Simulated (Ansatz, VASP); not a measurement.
## SiC in VASP and in Ansatz

```
Si C
1.0
     3.07600    0.02307    0.00000
    -1.51802    2.65236    0.00000
     0.00000    0.00000    5.04800
Si C
2 2
Direct
  0.33333 0.66667 0.00000
  0.66667 0.33333 0.50000
  0.33333 0.66667 0.38500
  0.66667 0.33333 0.88500
```

Change from the starting cell: strain +0.0150 x Voigt [0, 0, 0, 0, 0, 1], atoms carried along.

Alike in both runs: task single point; functional PBE; k mesh 12 × 12 × 6; occupations gaussian, width 0.05 eV; no spin polarisation.

```csv
,VASP,Ansatz
version,VASP 6.6.1,Ansatz 0.2.0
potentials or method,"VASP PAW PBE potentials, release 64 (Si, C), cutoff 520 eV","scalar-relativistic, plane waves, PAW"
valence electrons in the cell,16,16
```

```tsv
	VASP	Ansatz	Ansatz less VASP
gap on the k mesh at the Fermi level (eV)	2.32	2.33	+0.003
least direct gap on the mesh (eV)	4.00	4.01	+0.005
pressure (GPa)	3.7	3.7	+0.05
traceless stress, the component that is largest in VASP (GPa)	-3.68	-3.67	+0.013
rms of the force components (eV/Å)	0.445	0.445	-0.0001
```

Atom by atom the forces differ by 0.000 eV/Å (rms over components).
